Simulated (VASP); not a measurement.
# Ir (Fm-3m) in VASP: notebook

The runs below take Ir through single point, relaxation of cell and atoms, with r2SCAN.

Everything below comes from runs of VASP 6.6.1. Logs are shortened: lines on timing, memory, paths and dates and some standing lists are left out, and cuts for length are marked.

## Step 1: The cell of the first run

Symmetry: Fm-3m, No. 225, cubic system. Conventional cell: a = 3.845 Å, b = 3.845 Å, c = 3.845 Å, α = 90.00°, β = 90.00°, γ = 90.00°. Ir (site symmetry m-3m) has 12 Ir at 2.72 Å within 3.6 Å.

## Step 2: Single point, r2SCAN

Contents of POSCAR:

```
Ir
1.0
    0.0000000000      1.9224013504      1.9224013504
    1.9224013504      0.0000000000      1.9224013504
    1.9224013504      1.9224013504      0.0000000000
Ir
1
Direct
    0.0000000000      0.0000000000      0.0000000000
```

Contents of INCAR.step1:

```
SYSTEM = Ir
PREC = Accurate
ENCUT = 550
ISMEAR = 0
SIGMA = 0.1
LREAL = .False.
LASPH = .True.
NELM = 120
NBANDS = 10
GGA = PE
ALGO = Normal
EDIFF = 1E-5
LWAVE = .True.
LCHARG = .False.
GGA_COMPAT = .False.
```

Contents of INCAR.step2:

```
SYSTEM = Ir
PREC = Accurate
ENCUT = 550
EDIFF = 1E-6
ISMEAR = 0
SIGMA = 0.1
LREAL = .False.
LASPH = .True.
NELM = 120
ALGO = Normal
ISIF = 2
LWAVE = .False.
LCHARG = .False.
METAGGA = R2SCAN
LMIXTAU = .True.
NBANDS = 10
ISTART = 1
GGA_COMPAT = .False.
```

Contents of KPOINTS:

```
regular mesh
0
Gamma
  18 18 18
  0 0 0
```

Potentials or basis: VASP PAW PBE potentials, release 64 (Ir).

Run with:

```
$ cat potpaw_PBE.64/Ir/POTCAR > POTCAR
$ cp INCAR.step1 INCAR
$ mpirun -np 1 vasp_std > vasp.out
$ cp INCAR.step2 INCAR
$ mpirun -np 1 vasp_std > vasp.out
```

OUTCAR:

```text
SYSTEM = Ir
   PREC = Accurate
   ENCUT = 550
   EDIFF = 1E-6
   ISMEAR = 0
   LREAL = .False.
   LASPH = .True.
   NELM = 120
   ISIF = 2
   METAGGA = R2SCAN
   ISTART = 1

 ion  position               nearest neighbor table
   1  0.000  0.000  0.000-

  LATTYP: Found a face centered cubic cell.
 ALAT       =     3.8448027008

  Lattice vectors:

 A1 = (   0.0000000000,   1.9224013504,   1.9224013504)
 A2 = (   1.9224013504,   0.0000000000,   1.9224013504)
 A3 = (   1.9224013504,   1.9224013504,   0.0000000000)

Analysis of symmetry for initial positions (statically):
=====================================================================
 Subroutine PRICEL returns:
 Original cell was already a primitive cell.

 Routine SETGRP: Setting up the symmetry group for a
 face centered cubic supercell.

 Subroutine GETGRP returns: Found 48 space group operations
 (whereof 48 operations were pure point group operations)
 out of a pool of 48 trial point group operations.

The static configuration has the point symmetry O_h .

Analysis of symmetry for dynamics (positions and initial velocities):
=====================================================================
 Subroutine PRICEL returns:
 Original cell was already a primitive cell.

 Routine SETGRP: Setting up the symmetry group for a
 face centered cubic supercell.

 Subroutine GETGRP returns: Found 48 space group operations
 (whereof 48 operations were pure point group operations)
 out of a pool of 48 trial point group operations.

The dynamic configuration has the point symmetry O_h .

 Subroutine INISYM returns: Found 48 space group operations
 (whereof 48 operations are pure point group operations),
 and found     1 'primitive' translations

----------------------------------------------------------------------------------------

                                     Primitive cell

  volume of cell :      14.2090

  direct lattice vectors                    reciprocal lattice vectors
     0.000000000  1.922401350  1.922401350    -0.260091370  0.260091370  0.260091370
     1.922401350  0.000000000  1.922401350     0.260091370 -0.260091370  0.260091370
     1.922401350  1.922401350  0.000000000     0.260091370  0.260091370 -0.260091370

  length of vectors
     2.718686062  2.718686062  2.718686062     0.450491467  0.450491467  0.450491467

  position of ions in fractional coordinates (direct lattice)
     0.000000000  0.000000000  0.000000000

  ion indices of the primitive-cell ions
   primitive index   ion index
                 1           1

----------------------------------------------------------------------------------------

 KPOINTS: regular mesh

Automatic generation of k-mesh.
 Grid dimensions read from file:
 generate k-points for:   18   18   18

 Generating k-lattice:

  Cartesian coordinates                     Fractional coordinates (reciprocal lattice)
    -0.014449521  0.014449521  0.014449521     0.055555556  0.000000000  0.000000000
     0.014449521 -0.014449521  0.014449521     0.000000000  0.055555556  0.000000000
     0.014449521  0.014449521 -0.014449521     0.000000000  0.000000000  0.055555556

  Length of vectors
     0.025027304  0.025027304  0.025027304

  Shift w.r.t. Gamma in fractional coordinates (k-lattice)
     0.000000000  0.000000000  0.000000000

 Subroutine IBZKPT returns following result:
 ===========================================

 Found    195 irreducible k-points:

 Following reciprocal coordinates:
            Coordinates               Weight
  0.000000  0.000000  0.000000      1.000000
  0.055556  0.000000  0.000000      8.000000
  0.111111  0.000000  0.000000      8.000000
  0.166667  0.000000  0.000000      8.000000
  0.222222  0.000000  0.000000      8.000000
  0.277778  0.000000  0.000000      8.000000
[... 16 lines left out ...]
 -0.277778  0.055556  0.000000     24.000000
 -0.222222  0.055556  0.000000     24.000000
 [... further k-points ...]
   k-points           NKPTS =    195   k-points in BZ     NKDIM =    195   number of bands    NBANDS=     10
   number of dos      NEDOS =    301   number of ions     NIONS =      1
   total plane-waves  NPLWV =  13824
   dimension x,y,z NGX =    24 NGY =   24 NGZ =   24
   dimension x,y,z NGXF=    48 NGYF=   48 NGZF=   48
   ions per type =               1
   NGX,Y,Z   is equivalent  to a cutoff of  14.68, 14.68, 14.68 a.u.
   NGXF,Y,Z  is equivalent  to a cutoff of  29.35, 29.35, 29.35 a.u.
 SYSTEM =  Ir
   PREC   = accura    normal or accurate (medium, high low for compatibility)
   ISTART =      1    job   : 0-new  1-cont  2-samecut
   ICHARG =      0    charge: 1-file 2-atom 10-const
   ISPIN  =      1    spin polarized calculation?
   LNONCOLLINEAR =      F non collinear calculations
   LSORBIT =      F    spin-orbit coupling
   LASPH  =      T    aspherical Exc in radial PAW
   ENCUT  =  550.0 eV  40.42 Ry    6.36 a.u.   5.20  5.20  5.20*2*pi/ulx,y,z
   NELM   =    120;   NELMIN=  2; NELMDL=  0     # of ELM steps
   EDIFF  = 0.1E-05   stopping-criterion for ELM
   LREAL  =      F    real-space projection
[... 7 lines left out ...]
   TEBEG  =    0.0;   TEEND  =   0.0 temperature during run
   PSTRESS=    0.0 pullay stress
   NELECT =       9.0000    total number of electrons
   NUPDOWN=      -1.0000    fix difference up-down
   EMIN   =  10.00;   EMAX   =-10.00  energy-range for DOS
   EFERMI =   0.00;   METHOD = LEGACY
   ISMEAR =     0;   SIGMA  =   0.10  broadening in eV -4-tet -1-fermi 0-gaus
   EFERMI_NEDOS =   21; number of points for ismear=-14 and -15
   IALGO  =     38    algorithm
   IMIX   =      4    mixing-type and parameters
     AMIX     =   0.40;   BMIX     =  1.00
     AMIX_MAG =   1.60;   BMIX_MAG =  1.00
  volume/ion in A,a.u.               =      14.21        95.89
  Fermi-wavevector in a.u.,A,eV,Ry     =   1.405945  2.656850 26.894375  1.976681
  Thomas-Fermi vector in A             =   2.528355
   LORBIT       =      0    0 simple, 1 ext, 2 COOP (PROOUT), +10 PAW based schemes
   METAGGA = R2SCAN    functional components
   LHFCALC =     F    Hartree Fock is set to
   AEXX    =    0.0000 exact exchange contribution
   IVDW    =     0    specifies the selected vdW correction
   LEPSILON=     F    determine dielectric tensor
   LRPA    =     F    only Hartree local field effects (RPA)
 non-spin polarized calculation
 Gauss-broadening in eV      SIGMA  =   0.10
  energy-cutoff  :      550.00
  volume of cell :       14.21
 maximum number of plane-waves:       444
 NGX is ok and might be reduce to    24
   NGX = 11   NGY = 11   NGZ = 11

 number of electron       9.0000000 magnetization

 Free energy of the ion-electron system (eV)
  ---------------------------------------------------
  ext. energy  EPLUGINS =         0.00000000
  ---------------------------------------------------
  free energy    TOTEN  =       -52.36970464 eV

  energy without entropy =      -52.36472570  energy(sigma->0) =      -52.36721517

 E-fermi :  10.1463     XC(G=0): -15.2979

 val. band max:       10.1350839521   @ k =   0.3333   0.1111   0.0556
 cond. band min:      10.1488700082   @ k =   0.5000   0.2222   0.1111
 fundamental gap:      0.0137860561
 Fermi energy:        10.1462939232

 k-point     1 :       0.0000    0.0000    0.0000
  band No.  band energies     occupation
      1      -1.3798      2.00000
      2       6.1279      2.00000
      3       6.1279      2.00000
      4       6.1279      2.00000
      5       8.8201      2.00000
      6       8.8201      2.00000
      7      25.2118      0.00000
      8      31.0498      0.00000
      9      31.0498      0.00000
     10      31.0498      0.00000

 k-point     2 :       0.0556    0.0000    0.0000
  band No.  band energies     occupation
      1      -1.2367      2.00000
      2       6.0506      2.00000
      3       6.1902      2.00000
      4       6.1902      2.00000
      5       8.7804      2.00000
      6       8.7804      2.00000
      7      25.4565      0.00000
      8      30.3081      0.00000
      9      31.2806      0.00000
     10      31.2806      0.00000

 k-point     3 :       0.1111    0.0000    0.0000
  band No.  band energies     occupation
      1      -0.8220      2.00000
      2       5.8522      2.00000
      3       6.3525      2.00000
      4       6.3525      2.00000
      5       8.6947      2.00000
      6       8.6947      2.00000
      7      26.1276      0.00000
      8      28.8141      0.00000
      9      31.9509      0.00000
     10      31.9509      0.00000

 k-point     4 :       0.1667    0.0000    0.0000
  band No.  band energies     occupation
      1      -0.1871      2.00000
      2       5.6279      2.00000
      3       6.5308      2.00000
      4       6.5308      2.00000
      5       8.6679      2.00000
      6       8.6679      2.00000
      7      26.9191      0.00000
      8      27.2855      0.00000
      9      32.9941      0.00000
     10      32.9941      0.00000
[... 222 lines left out ...]
 k-point    22 :      -0.3333    0.0556    0.0000
  band No.  band energies     occupation
      1       1.7946      2.00000
      2       6.1869      2.00000
      3       6.3273      2.00000
      4       6.6769      2.00000
      5       9.7192      2.00000
      6      10.6477      0.00000
      7      21.3876      0.00000
      8      26.2893      0.00000
      9      31.7929      0.00000
     10      33.9622      0.00000

 k-point    23 :      -0.2778    0.0556    0.0000
  band No.  band energies     occupation
      1       1.5077      2.00000
      2       5.7976      2.00000
      3       6.4164      2.00000
      4       6.5230      2.00000
      5       9.0685      2.00000
      6      10.0092      1.94750
      7      23.3313      0.00000
      8      27.2452      0.00000
      9      32.8555      0.00000
     10      35.0962      0.00000

 k-point    24 :      -0.2222    0.0556    0.0000
  band No.  band energies     occupation
      1       0.9200      2.00000
      2       5.4336      2.00000
      3       6.5784      2.00000
      4       6.6742      2.00000
      5       8.5530      2.00000
      6       9.4392      2.00000
      7      25.0908      0.00000
      8      27.8474      0.00000
      9      33.1726      0.00000
     10      34.5583      0.00000

 [... further k-points ...]

------------------------ aborting loop because EDIFF is reached ----------------------------------------

  FORCE on cell =-STRESS in cart. coord.  units (eV):
  Direction    XX          YY          ZZ          XY          YZ          ZX
  --------------------------------------------------------------------------------------
  -------------------------------------------------------------------------------------
  Total        0.2075382      0.2075382      0.2075382     -0.0000000     -0.0000000     -0.0000000
  in kB       23.4016486     23.4016486     23.4016486     -0.0000000     -0.0000000     -0.0000000
  external PRESSURE =      23.4016486 kB  Pullay stress =       0.0000000 kB

 VOLUME and BASIS-vectors are now :
 -----------------------------------------------------------------------------
  energy-cutoff  :      550.00
  volume of cell :       14.21
      direct lattice vectors                 reciprocal lattice vectors
     0.000000000  1.922401350  1.922401350    -0.260091370  0.260091370  0.260091370
     1.922401350  0.000000000  1.922401350     0.260091370 -0.260091370  0.260091370
     1.922401350  1.922401350  0.000000000     0.260091370  0.260091370 -0.260091370

 POSITION                                       TOTAL-FORCE (eV/Angst)
 -----------------------------------------------------------------------------------
      0.00000      0.00000      0.00000        -0.000000      0.000000      0.000000
 -----------------------------------------------------------------------------------
    total drift:                               -0.000000     -0.000000     -0.000000

  FREE ENERGIE OF THE ION-ELECTRON SYSTEM (eV)
  ---------------------------------------------------
  free  energy   TOTEN  =       -52.3697046387 eV

  energy  without entropy=      -52.3647257033  energy(sigma->0) =      -52.36721517
```

Run time: 79 s. Hardware: 1 thread of Intel Xeon 8259CL, shared host; peak memory 0.17 GiB.

What came out:

```
Free energy            : -52.3697 eV
Pressure               : 2.3 GPa
Band gap on the k mesh : zero (an odd number of electrons rules out a gap without spin polarisation)
```

Caveat: the PAW data sets were made with another functional, which shifts forces and pressure a little; spin-orbit coupling is left out, which moves the levels of the heavy elements.

## Step 3: Single point, r2SCAN

Contents of POSCAR:

```
Ir
1.0
    0.0000000000      1.9233747004      1.9233747004
    1.9233747004      0.0000000000      1.9233747004
    1.9233747004      1.9233747004      0.0000000000
Ir
1
Direct
    0.0000000000      0.0000000000      0.0000000000
```

Contents of INCAR.step1:

```
ALGO = Normal
EDIFF = 1E-5
ENCUT = 550
GGA = PE
GGA_COMPAT = F
ISMEAR = -1
LASPH = T
LCHARG = F
LREAL = F
LWAVE = T
NBANDS = 10
NELM = 120
PREC = Accurate
SIGMA = 0.15
```

Contents of INCAR.step2:

```
ALGO = Normal
EDIFF = 1E-6
ENCUT = 550
GGA_COMPAT = F
ISIF = 2
ISMEAR = -1
ISTART = 1
LASPH = T
LCHARG = F
LMIXTAU = T
LREAL = F
LWAVE = F
METAGGA = R2SCAN
NBANDS = 10
NELM = 120
PREC = Accurate
SIGMA = 0.15
```

Contents of KPOINTS:

```
k-points
0
Gamma
  18 18 18
```

Potentials or basis: VASP PAW PBE potentials, release 64 (Ir).

Run with:

```
$ cat potpaw_PBE.64/Ir/POTCAR > POTCAR
$ cp INCAR.step1 INCAR
$ mpirun -np 1 vasp_std > vasp.out
$ cp INCAR.step2 INCAR
$ mpirun -np 1 vasp_std > vasp.out
```

It took 1.8 min on 1 thread of Intel Xeon 8259CL, shared host; peak memory 0.17 GiB.

Results (log left out):

```yaml
Free_energy: -52.4007 eV
Pressure: 2.3 GPa
Band_gap_on_the_k_mesh: zero (an odd number of electrons rules out a gap without spin polarisation)
```

Levels at points of the mesh, in eV from the Fermi level:
| k point | band 1 | band 2 | band 3 | band 4 | band 5 | band 6 | band 7 | band 8 |
| --- | --- | --- | --- | --- | --- | --- | --- | --- |
| (0.00, 0.00, 0.00) | -11.45 | -3.95 | -3.95 | -3.95 | -1.26 | -1.26 | 15.12 | 20.95 |
| (0.50, 0.00, 0.00) | -8.34 | -4.10 | -4.10 | -0.68 | 0.94 | 0.94 | 7.62 | 14.75 |
| (0.50, 0.50, 0.00) | -8.13 | -7.55 | 0.84 | 1.57 | 1.57 | 1.79 | 11.00 | 12.31 |

Caveat: the PAW data sets were made with another functional, which shifts forces and pressure a little; spin-orbit coupling is left out, which moves the levels of the heavy elements.

## Step 4: Relaxation of cell and atoms, r2SCAN

Contents of POSCAR:

```
Ir
1.0
    0.0000000000      1.9224013504      1.9224013504
    1.9224013504      0.0000000000      1.9224013504
    1.9224013504      1.9224013504      0.0000000000
Ir
1
Direct
    0.0000000000      0.0000000000      0.0000000000
```

Contents of INCAR.step1:

```
PREC     = Accurate       # precision mode
ENCUT    = 550            # plane-wave cutoff, eV
ISMEAR   = -1             # smearing method
SIGMA    = 0.15           # smearing width, eV
LREAL    = F              # projectors in reciprocal space
LASPH    = T              # aspherical terms in the spheres
NELM     = 120            # most SCF steps
GGA      = PE             # functional
ALGO     = Normal         # electronic algorithm
EDIFF    = 1E-5           # SCF threshold, eV
LWAVE    = T              # write WAVECAR
LCHARG   = F              # write CHGCAR
GGA_COMPAT= F            
IBRION   = 2              # ionic algorithm
ISIF     = 3              # what is computed and relaxed
EDIFFG   = -0.005         # ionic threshold
NELMIN   = 4            
NSW      = 100            # ionic steps
```

Contents of INCAR.step2:

```
PREC     = Accurate       # precision mode
ENCUT    = 550            # plane-wave cutoff, eV
EDIFF    = 1E-7           # SCF threshold, eV
ISMEAR   = -1             # smearing method
SIGMA    = 0.15           # smearing width, eV
LREAL    = F              # projectors in reciprocal space
LASPH    = T              # aspherical terms in the spheres
NELM     = 120            # most SCF steps
ALGO     = Normal         # electronic algorithm
ISIF     = 3              # what is computed and relaxed
LWAVE    = F              # write WAVECAR
LCHARG   = F              # write CHGCAR
METAGGA  = R2SCAN         # meta-GGA
LMIXTAU  = T            
IBRION   = 2              # ionic algorithm
NSW      = 80             # ionic steps
EDIFFG   = -0.001         # ionic threshold
ISTART   = 1            
GGA_COMPAT= F            
NELMIN   = 4
```

Contents of KPOINTS:

```
regular mesh
0
Gamma
  18 18 18
```

Run with:

```
$ cat potpaw_PBE.64/Ir/POTCAR > POTCAR
$ cp INCAR.step1 INCAR
$ mpirun -np 1 vasp_std > vasp.out
$ cp INCAR.step2 INCAR
$ mpirun -np 1 vasp_std > vasp.out
```

It took 12 min on 1 thread of Intel Xeon 8259CL, shared host; peak memory 0.19 GiB.

The run converged. Its results:

| Property | Result |
| --- | --- |
| Free energy | -52.4013 eV |
| Relaxed volume | 14.32 Å³/atom |
| Relaxed cell | a = 2.726 Å, b = 2.726 Å, c = 2.726 Å, α = 60.00°, β = 60.00°, γ = 60.00° |
| Space group after relaxing (to 0.1 Å) | Fm-3m (No. 225) |
| Energy gained by relaxing | 1.0 meV/atom |
| Ionic steps | 13 |
| Pressure after relaxing | 0.0 GPa |
| Band gap on the k mesh | zero (an odd number of electrons rules out a gap without spin polarisation) |

The path:
| step | energy change (eV) | largest force (eV/Å) | pressure (GPa) | volume (Å³) |
| --- | --- | --- | --- | --- |
| 1 | 0.0000 | 0.0000 | 2.91 | 14.21 |
| 2 | 0.0132 | 0.0000 | -10.23 | 14.75 |
| 3 | -0.0010 | 0.0000 | -0.01 | 14.32 |
| 4 | -0.0010 | 0.0000 | 0.05 | 14.32 |
| 5 | -0.0010 | 0.0000 | 0.04 | 14.32 |
| 6 | -0.0010 | 0.0000 | 0.03 | 14.32 |
| 7 | -0.0010 | 0.0000 | 0.03 | 14.32 |
| 8 | -0.0010 | 0.0000 | 0.03 | 14.32 |
| 9 | -0.0010 | 0.0000 | 0.03 | 14.32 |
| 10 | -0.0010 | 0.0000 | 0.03 | 14.32 |
| 11 | -0.0010 | 0.0000 | 0.03 | 14.32 |
| 12 | -0.0010 | 0.0000 | 0.02 | 14.32 |
| 13 | -0.0010 | 0.0000 | 0.00 | 14.32 |

Final structure:
```
Ir
1.0
     0.00000    1.92728    1.92728
     1.92728    0.00000    1.92728
     1.92728    1.92728    0.00000
Ir
1
Direct
  0.00000 0.00000 0.00000
```

Levels at points of the mesh, in eV from the Fermi level:
| k point | band 1 | band 2 | band 3 | band 4 | band 5 | band 6 | band 7 | band 8 |
| --- | --- | --- | --- | --- | --- | --- | --- | --- |
| (0.00, 0.00, 0.00) | -11.39 | -3.91 | -3.91 | -3.91 | -1.25 | -1.25 | 15.14 | 20.93 |
| (0.50, 0.00, 0.00) | -8.27 | -4.06 | -4.06 | -0.66 | 0.93 | 0.93 | 7.55 | 14.76 |
| (0.50, 0.50, 0.00) | -8.05 | -7.48 | 0.83 | 1.55 | 1.55 | 1.79 | 10.92 | 12.28 |

Caveat: the PAW data sets were made with another functional, which shifts forces and pressure a little; spin-orbit coupling is left out, which moves the levels of the heavy elements.

## Step 5: The runs side by side

| task | cell | smearing | gap on the mesh (eV) | pressure (GPa) |
| --- | --- | --- | --- | --- |
| single point | a = 2.719 Å, angles 60.0°, 1 atom | gaussian 0.1 eV | none | 2.3 |
| single point | a = 2.720 Å, angles 60.0°, 1 atom | fermi-dirac 0.15 eV | none | 2.3 |
| relaxation of cell and atoms | relaxed from a = 2.719 Å, angles 60.0°, 1 atom | fermi-dirac 0.15 eV | none | 0.0 |

Alike in all rows: level r2SCAN; potentials or basis VASP PAW PBE potentials, release 64 (Ir); no spin polarisation; k mesh 18 × 18 × 18; cutoff (eV) 550.

Caveats: the PAW data sets were made with another functional, which shifts forces and pressure a little; spin-orbit coupling is left out, which moves the levels of the heavy elements.

Absolute energies hang on the potentials; compare differences alone.
